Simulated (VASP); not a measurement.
Set up this calculation in VASP 6.6.1, as the native input.

```yaml
Task: single point
Functional: PBE
Potentials_or_basis: VASP PAW PBE potentials, release 64 (Mn_pv, S)
Cutoff: 520 eV
k_mesh: 8 × 8 × 8
Occupations: gaussian, width 0.05 eV
Spin: collinear spin, antiferromagnetic start
Starting_moments: "[4.94, -4.94, 0.0, 0.0] μB"
Hubbard_terms: Mn d U = 3.9 eV
Dipole_correction: no
Further_INCAR_settings: ALGO = Normal; EDIFF = 1e-07; NBANDS = 31
```

The structure of MnS lies in POSCAR:

```
MnS
1.0
    1.8940340928      1.0935210935      6.1473481277
   -1.8940340928      1.0935210935      6.1473481277
    0.0000000000     -2.1870421865      6.1473481278
Mn S
2 2
Direct
    0.0000000000      0.0000000000      0.0000000000
    0.5000000000      0.5000000000      0.5000000000
    0.7499999998      0.7499999998      0.7499999998
    0.2500000002      0.2500000002      0.2500000002
```

These files were run (other wordings do the same):

INCAR

```
ALGO = Normal ; EDIFF = 1E-7
ENCUT = 520 ; GGA = PE
ISIF = 2 ; ISMEAR = 0
ISPIN = 2 ; LASPH = T
LCHARG = F ; LDAU = T
LDAUJ = 0 0 ; LDAUL = 2 -1
LDAUPRINT = 1 ; LDAUTYPE = 2
LDAUU = 3.9 0 ; LMAXMIX = 4
LORBIT = 11 ; LREAL = F
LWAVE = F ; MAGMOM = 4.94 -4.94 0 0
NBANDS = 31 ; NELM = 150
PREC = Accurate ; SIGMA = 0.05
```

KPOINTS

```
k-points
0
Gamma
  8 8 8
```

Potentials or basis: VASP PAW PBE potentials, release 64 (Mn_pv, S).

Launch:

```sh
$ cat potpaw_PBE.64/Mn_pv/POTCAR potpaw_PBE.64/S/POTCAR > POTCAR
$ mpirun -np 1 vasp_std > vasp.out
```

It gave:

```yaml
Pressure: -3.2 GPa
Band_gap_on_the_k_mesh: 2.28 eV
Net_moment: 0.00 μB per cell
Site_moments: Mn +4.55, -4.55; S +0.00 μB
Valence_electrons_inside_the_program's_atomic_spheres: Mn 11.23; S 3.75
```

Caveat: the cell stands under tension; the antiferromagnetic order is the one typed at the start, and another may lie lower.

It took 14 min on 1 thread of Intel(R) Xeon(R) Platinum 8559C (Emerald Rapids), with other jobs on the host, peak memory 0.56 GiB.
